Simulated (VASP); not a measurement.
# Mo (P6/mmm) in VASP: notebook, part 2 of 2

VASP 6.6.1. The steps go on from the part before.

## (4) Single point, PBEsol (strain -0.050 along x and y, +0.000 along z)

Input file INCAR:

```
SYSTEM = Mo
PREC = Accurate
ENCUT = 520
EDIFF = 1E-6
ISMEAR = 0
SIGMA = 0.15
LREAL = .False.
LASPH = .True.
NELM = 100
ALGO = Normal
ISIF = 2
LWAVE = .False.
LCHARG = .False.
GGA = PS
NBANDS = 13
```

Input file KPOINTS:

```
regular mesh
0
Gamma
  18 18 18
  0 0 0
```

Input file POSCAR:

```
Mo
1.0
    2.5987348773      0.0000000000      0.0000000000
   -1.2993674387      2.2505704215      0.0000000000
    0.0000000000      0.0000000000      2.5551807000
Mo
1
Direct
    0.0000000000      0.0000000000      0.5000000000
```

Launch:

```console
$ cat potpaw_PBE.64/Mo_sv/POTCAR > POTCAR
$ mpirun -np 1 vasp_std > vasp.out
```

Run time: 45 s. Hardware: 1 thread of Intel Xeon Platinum 8488C (Sapphire Rapids), shared host; peak memory 0.18 GiB.

It converged, with:

```
Free energy            : -10.7093 eV
Pressure               : 25.2 GPa
Band gap on the k mesh : zero (bands 7 and 8 overlap by 2.05 eV)
```

Stress tensor (GPa, compression positive):
```
36.13  0.00  0.00
 0.00 36.13  0.00
 0.00  0.00  3.27
```

Levels at points of the mesh, in eV from the Fermi level:
| k point | band 4 | band 5 | band 6 | band 7 | band 8 | band 9 | band 10 | band 11 |
| --- | --- | --- | --- | --- | --- | --- | --- | --- |
| (0.00, 0.00, 0.00) | -34.00 | -7.24 | -4.95 | -1.13 | -1.13 | 4.50 | 4.50 | 13.29 |
| (0.50, 0.00, 0.00) | -34.03 | -5.78 | -3.18 | 0.17 | 1.50 | 3.57 | 5.44 | 12.00 |
| (0.00, 0.00, 0.50) | -33.84 | -4.36 | -0.39 | -0.39 | -0.38 | 1.39 | 1.39 | 10.16 |
| (0.50, 0.00, 0.50) | -34.32 | -6.21 | -4.41 | -0.20 | 5.74 | 6.42 | 6.53 | 8.21 |

Caveat: the cell differs from its parent crystal (strain -0.050 along x and y, +0.000 along z); the cell stands under pressure; the PAW data sets were made with another functional, which shifts forces and pressure a little.

## (5) Single point, PBEsol (strain -0.025 along x and y, -0.050 along z)

INCAR, as its differences from that of step 4:

```diff
@@ -9,7 +9,9 @@
 NELM = 100
-ALGO = Normal
+ALGO = Fast
 ISIF = 2
 LWAVE = .False.
-LCHARG = .False.
+LCHARG = .True.
 GGA = PS
+LELF = .True.
+LVHAR = .True.
 NBANDS = 13
```

KPOINTS is that of step 4.

Input file POSCAR:

```
Mo
1.0
    2.6671226373      0.0000000000      0.0000000000
   -1.3335613186      2.3097959589      0.0000000000
    0.0000000000      0.0000000000      2.4274216650
Mo
1
Direct
    0.0000000000      0.0000000000      0.5000000000
```

Potentials or basis: VASP PAW PBE potentials, release 64 (Mo_sv).

Launch:

```console
$ cat potpaw_PBE.64/Mo_sv/POTCAR > POTCAR
$ mpirun -np 1 vasp_std > vasp.out
```

OUTCAR:

```text
SYSTEM = Mo
   PREC = Accurate
   ENCUT = 520
   EDIFF = 1E-6
   ISMEAR = 0
   LREAL = .False.
   LASPH = .True.
   NELM = 100
   ISIF = 2
   GGA = PS

 ion  position               nearest neighbor table
   1  0.000  0.000  0.500-

  LATTYP: Found a hexagonal cell.
 ALAT       =     2.6671226373
 C/A-ratio  =     0.9101275026

  Lattice vectors:

 A1 = (   2.6671226373,   0.0000000000,   0.0000000000)
 A2 = (  -1.3335613186,   2.3097959589,   0.0000000000)
 A3 = (   0.0000000000,   0.0000000000,   2.4274216650)

Analysis of symmetry for initial positions (statically):
=====================================================================
 Subroutine PRICEL returns:
 Original cell was already a primitive cell.

 Routine SETGRP: Setting up the symmetry group for a
 hexagonal supercell.

 Subroutine GETGRP returns: Found 24 space group operations
 (whereof 24 operations were pure point group operations)
 out of a pool of 24 trial point group operations.

The static configuration has the point symmetry D_6h.

Analysis of symmetry for dynamics (positions and initial velocities):
[... 161 lines left out ...]
 val. band max:       12.9526829574   @ k =   0.1111   0.0000   0.2778
 cond. band min:      12.9658620031   @ k =   0.1667   0.0556   0.5000
 fundamental gap:      0.0131790457
 Fermi energy:        12.9556424490

 k-point     1 :       0.0000    0.0000    0.0000
  band No.  band energies     occupation
      1     -47.9813      2.00000
      2     -21.0754      2.00000
      3     -21.0754      2.00000
      4     -20.7593      2.00000
      5       5.9019      2.00000
      6       8.0925      2.00000
      7      11.8834      2.00000
      8      11.8834      2.00000
      9      17.9102      0.00000
     10      17.9102      0.00000
     11      25.8603      0.00000
     12      30.3816      0.00000
     13      34.4277      0.00000
[... 354 lines left out ...]
  band No.  band energies     occupation
      1     -47.6741      2.00000
      2     -22.7314      2.00000
      3     -21.6074      2.00000
      4     -20.5644      2.00000
      5       8.0712      2.00000
      6       9.4452      2.00000
      7      13.1417      0.07945
      8      14.6676      0.00000
      9      16.8869      0.00000
     10      18.4172      0.00000
     11      24.1096      0.00000
     12      26.2587      0.00000
     13      31.2828      0.00000

 [... further k-points ...]
[... 5 lines left out ...]
  --------------------------------------------------------------------------------------
  -------------------------------------------------------------------------------------
  Total        2.1512701      2.1512701      2.2887624      0.0000000      0.0000000      0.0000000
  in kB      230.4855500    230.4855500    245.2163699      0.0000000      0.0000000      0.0000000
  external PRESSURE =     235.3958233 kB  Pullay stress =       0.0000000 kB

 VOLUME and BASIS-vectors are now :
 -----------------------------------------------------------------------------
  energy-cutoff  :      520.00
  volume of cell :       14.95
      direct lattice vectors                 reciprocal lattice vectors
     2.667122637  0.000000000  0.000000000     0.374935890  0.216469337  0.000000000
    -1.333561319  2.309795959  0.000000000     0.000000000  0.432938674  0.000000000
     0.000000000  0.000000000  2.427421665     0.000000000  0.000000000  0.411959741

 POSITION                                       TOTAL-FORCE (eV/Angst)
 -----------------------------------------------------------------------------------
      0.00000      0.00000      1.21371         0.000000      0.000000      0.000000
 -----------------------------------------------------------------------------------
    total drift:                               -0.000000      0.000000      0.000000

  FREE ENERGIE OF THE ION-ELECTRON SYSTEM (eV)
  ---------------------------------------------------
  free  energy   TOTEN  =       -10.7838649691 eV

  energy  without entropy=      -10.7734972611  energy(sigma->0) =      -10.77868112
```

Wall time 52 s (1 thread of Intel Xeon Platinum 8488C (Sapphire Rapids), shared host); peak memory 0.17 GiB.

What came out:

```
Free energy            : -10.7839 eV
Pressure               : 23.5 GPa
Band gap on the k mesh : zero (bands 7 and 8 overlap by 2.36 eV)
```

Caveat: the cell differs from its parent crystal (strain -0.025 along x and y, -0.050 along z); the cell stands under pressure; the PAW data sets were made with another functional, which shifts forces and pressure a little.

## (6) Single point, PBEsol (strain -0.050 along x and y, +0.025 along z)

Input file INCAR:

```
SYSTEM = Mo
PREC     = Accurate       ! precision mode
ENCUT    = 520            ! plane-wave cutoff, eV
EDIFF    = 1E-7           ! SCF threshold, eV
ISMEAR   = 0              ! smearing method
SIGMA    = 0.15           ! smearing width, eV
LREAL    = .FALSE.        ! projectors in reciprocal space
LASPH    = .TRUE.         ! aspherical terms in the spheres
NELM     = 60             ! most SCF steps
ALGO     = Normal         ! electronic algorithm
ISIF     = 2              ! what is computed and relaxed
LWAVE    = .FALSE.        ! write WAVECAR
LCHARG   = .TRUE.         ! write CHGCAR
GGA      = PS             ! functional
LELF     = .TRUE.         ! ELF
LVHAR    = .TRUE.       
NBANDS   = 13             ! bands
```

Input file KPOINTS:

```
Automatic mesh
0
G
  18 18 18
  0 0 0
```

Input file POSCAR:

```
Mo
1.0
    2.5987348773      0.0000000000      0.0000000000
   -1.2993674387      2.2505704215      0.0000000000
    0.0000000000      0.0000000000      2.6190602175
Mo
1
Direct
    0.0000000000      0.0000000000      0.5000000000
```

Potentials or basis: VASP PAW PBE potentials, release 64 (Mo_sv).

Launch:

```console
$ cat potpaw_PBE.64/Mo_sv/POTCAR > POTCAR
$ mpirun -np 1 vasp_std > vasp.out
```

OUTCAR:

```text
SYSTEM = Mo
   PREC = Accurate
   ENCUT = 520
   EDIFF = 1E-7
   ISMEAR = 0
   LREAL = .FALSE.
   LASPH = .TRUE.
   NELM = 60
   ISIF = 2
   GGA = PS

 ion  position               nearest neighbor table
   1  0.000  0.000  0.500-

  LATTYP: Found a hexagonal cell.
 ALAT       =     2.5987348773
 C/A-ratio  =     1.0078212442

  Lattice vectors:

 A1 = (   2.5987348773,   0.0000000000,   0.0000000000)
 A2 = (  -1.2993674387,   2.2505704215,   0.0000000000)
 A3 = (   0.0000000000,   0.0000000000,   2.6190602175)

Analysis of symmetry for initial positions (statically):
=====================================================================
 Subroutine PRICEL returns:
 Original cell was already a primitive cell.

 Routine SETGRP: Setting up the symmetry group for a
 hexagonal supercell.

 Subroutine GETGRP returns: Found 24 space group operations
 (whereof 24 operations were pure point group operations)
 out of a pool of 24 trial point group operations.

The static configuration has the point symmetry D_6h.

Analysis of symmetry for dynamics (positions and initial velocities):
=====================================================================
 Subroutine PRICEL returns:
 Original cell was already a primitive cell.

 Routine SETGRP: Setting up the symmetry group for a
 hexagonal supercell.

 Subroutine GETGRP returns: Found 24 space group operations
 (whereof 24 operations were pure point group operations)
 out of a pool of 24 trial point group operations.

The dynamic configuration has the point symmetry D_6h.

 Subroutine INISYM returns: Found 24 space group operations
 (whereof 24 operations are pure point group operations),
 and found     1 'primitive' translations

----------------------------------------------------------------------------------------

                                     Primitive cell

  volume of cell :      15.3179

[... 107 lines left out ...]
  volume/ion in A,a.u.               =      15.32       103.37
  Fermi-wavevector in a.u.,A,eV,Ry     =   1.588733  3.002269 34.342077  2.524071
  Thomas-Fermi vector in A             =   2.687691
   LORBIT       =      0    0 simple, 1 ext, 2 COOP (PROOUT), +10 PAW based schemes
   GGA     = PS    functional components
   LHFCALC =     F    Hartree Fock is set to
   AEXX    =    0.0000 exact exchange contribution
   IVDW    =     0    specifies the selected vdW correction
   LEPSILON=     F    determine dielectric tensor
   LRPA    =     F    only Hartree local field effects (RPA)
 non-spin polarized calculation
 Gauss-broadening in eV      SIGMA  =   0.15
  energy-cutoff  :      520.00
  volume of cell :       15.32
 maximum number of plane-waves:       429
 NGX is ok and might be reduce to    20
   NGX =  9   NGY =  9   NGZ =  9

 number of electron      14.0000003 magnetization

 Free energy of the ion-electron system (eV)
  ---------------------------------------------------
  ext. energy  EPLUGINS =         0.00000000
  ---------------------------------------------------
  free energy    TOTEN  =       -10.70443282 eV

  energy without entropy =      -10.69556255  energy(sigma->0) =      -10.69999768

 E-fermi :  12.8432     XC(G=0): -13.5360

 val. band max:       12.8303577011   @ k =   0.5000  -0.0000   0.5000
 cond. band min:      12.8435027112   @ k =   0.1111  -0.0000   0.4444
 fundamental gap:      0.0131450101
 Fermi energy:        12.8432086696

 k-point     1 :       0.0000    0.0000    0.0000
  band No.  band energies     occupation
      1     -48.3036      2.00000
      2     -21.6679      2.00000
      3     -21.2072      2.00000
      4     -21.2072      2.00000
      5       5.6143      2.00000
      6       7.9930      2.00000
      7      11.7148      2.00000
      8      11.7148      2.00000
      9      17.0780      0.00000
     10      17.0780      0.00000
     11      26.2216      0.00000
     12      27.1693      0.00000
     13      35.2117      0.00000
[... 354 lines left out ...]
  band No.  band energies     occupation
      1     -47.9008      2.00000
      2     -23.2244      2.00000
      3     -21.8573      2.00000
      4     -21.3885      2.00000
      5       7.7539      2.00000
      6       9.8045      2.00000
      7      12.8452      0.98484
      8      13.2879      0.00003
      9      15.7260      0.00000
     10      18.5929      0.00000
     11      24.3829      0.00000
     12      26.5173      0.00000
     13      30.0743      0.00000

 [... further k-points ...]
[... 5 lines left out ...]
  --------------------------------------------------------------------------------------
  -------------------------------------------------------------------------------------
  Total        2.9899878      2.9899878     -0.6192460     -0.0000000      0.0000000      0.0000000
  in kB      312.7374830    312.7374830    -64.7699694     -0.0000000      0.0000000      0.0000000
  external PRESSURE =     186.9016656 kB  Pullay stress =       0.0000000 kB

 VOLUME and BASIS-vectors are now :
 -----------------------------------------------------------------------------
  energy-cutoff  :      520.00
  volume of cell :       15.32
      direct lattice vectors                 reciprocal lattice vectors
     2.598734877  0.000000000  0.000000000     0.384802624  0.222165899  0.000000000
    -1.299367439  2.250570421  0.000000000     0.000000000  0.444331797  0.000000000
     0.000000000  0.000000000  2.619060217     0.000000000  0.000000000  0.381816345

 POSITION                                       TOTAL-FORCE (eV/Angst)
 -----------------------------------------------------------------------------------
      0.00000      0.00000      1.30953        -0.000000      0.000000      0.000000
 -----------------------------------------------------------------------------------
    total drift:                               -0.000000      0.000000     -0.000000

  FREE ENERGIE OF THE ION-ELECTRON SYSTEM (eV)
  ---------------------------------------------------
  free  energy   TOTEN  =       -10.7044328206 eV

  energy  without entropy=      -10.6955625488  energy(sigma->0) =      -10.69999768
```

Wall time 46 s (1 thread of Intel Xeon Platinum 8488C (Sapphire Rapids), shared host); peak memory 0.18 GiB.

Results:

```
Free energy            : -10.7044 eV
Pressure               : 18.7 GPa
Band gap on the k mesh : zero (bands 7 and 8 overlap by 2.09 eV)
```

Caveat: the cell differs from its parent crystal (strain -0.050 along x and y, +0.025 along z); the cell stands under pressure; the PAW data sets were made with another functional, which shifts forces and pressure a little.

## (7) Summary

| cell | gap on the mesh (eV) | pressure (GPa) |
| --- | --- | --- |
| a = 2.599, b = 2.599, c = 2.427 Å, angles 90.0, 90.0, 120.0°, 1 atom | none | 41.9 |
| a = 2.599, b = 2.599, c = 2.491 Å, angles 90.0, 90.0, 120.0°, 1 atom | none | 32.9 |
| a = 2.599, b = 2.599, c = 2.555 Å, angles 90.0, 90.0, 120.0°, 1 atom | none | 25.2 |
| a = 2.667, b = 2.667, c = 2.427 Å, angles 90.0, 90.0, 120.0°, 1 atom | none | 23.5 |
| a = 2.599, b = 2.599, c = 2.619 Å, angles 90.0, 90.0, 120.0°, 1 atom | none | 18.7 |

Alike in all rows: task single point; level PBEsol; potentials or basis VASP PAW PBE potentials, release 64 (Mo_sv); no spin polarisation; k mesh 18 × 18 × 18; cutoff (eV) 520; smearing gaussian 0.15 eV.

Caveats: the cell stands under pressure; the PAW data sets were made with another functional, which shifts forces and pressure a little.

Total energies depend on the potentials used, so only differences within one code and one set of settings carry meaning.
